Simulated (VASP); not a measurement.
Set up this calculation in VASP 6.6.1, as the native input.

- Task: single point
- Functional: LDA
- Potentials or basis: VASP PAW LDA potentials, release 64 (Ti_sv, O)
- Cutoff: 520 eV
- k mesh: 6 × 6 × 8
- Occupations: gaussian, width 0.01 eV
- Spin: no spin polarisation
- Dipole correction: no
- Further INCAR settings: ALGO = Normal; EDIFF = 1e-06; NBANDS = 33

The structure of TiO2 lies in POSCAR:

```
TiO2
1.0
    4.5936429926      0.0000000000      0.0000000000
    0.0000000000      4.5936429926      0.0000000000
    0.0000000000      0.0000000000      2.8996255860
Ti O
2 4
Direct
    0.0000000000      0.0000000000      0.0000000000
    0.5000000000      0.5000000000      0.5000000000
    0.3039661007      0.3039661007      0.0000000000
    0.1960338993      0.8039661007      0.5000000000
    0.6960338993      0.6960338993      0.0000000000
    0.8039661007      0.1960338993      0.5000000000
```

This cell differs from its parent crystal: in-plane strain +0.01.

These files were run (other wordings do the same):

INCAR

```
SYSTEM = TiO2
PREC = Accurate
ENCUT = 520
EDIFF = 1E-6
ISMEAR = 0
SIGMA = 0.01
LREAL = .FALSE.
LASPH = .TRUE.
NELM = 80
ALGO = Normal
ISIF = 2
LWAVE = .FALSE.
LCHARG = .TRUE.
LELF = .TRUE.
LVHAR = .TRUE.
NBANDS = 33
```

KPOINTS

```
Automatic mesh
0
G
  6 6 8
  0 0 0
```

Potentials or basis: VASP PAW LDA potentials, release 64 (Ti_sv, O).

Command:

```sh
$ cat potpaw_LDA.64/Ti_sv/POTCAR potpaw_LDA.64/O/POTCAR > POTCAR
$ mpirun -np 1 vasp_std > vasp.out
```

Results of the run:

```json
{"Pressure": "-1.6 GPa", "Largest force": "0.011 eV/Å", "Band gap on the k mesh": "1.83 eV"}
```

Caveat: the cell differs from its parent crystal (in-plane strain +0.01).

Wall time 66 s on 1 thread of Intel(R) Xeon(R) 6975P-C (Granite Rapids), on a shared host, peak memory 0.2 GiB.
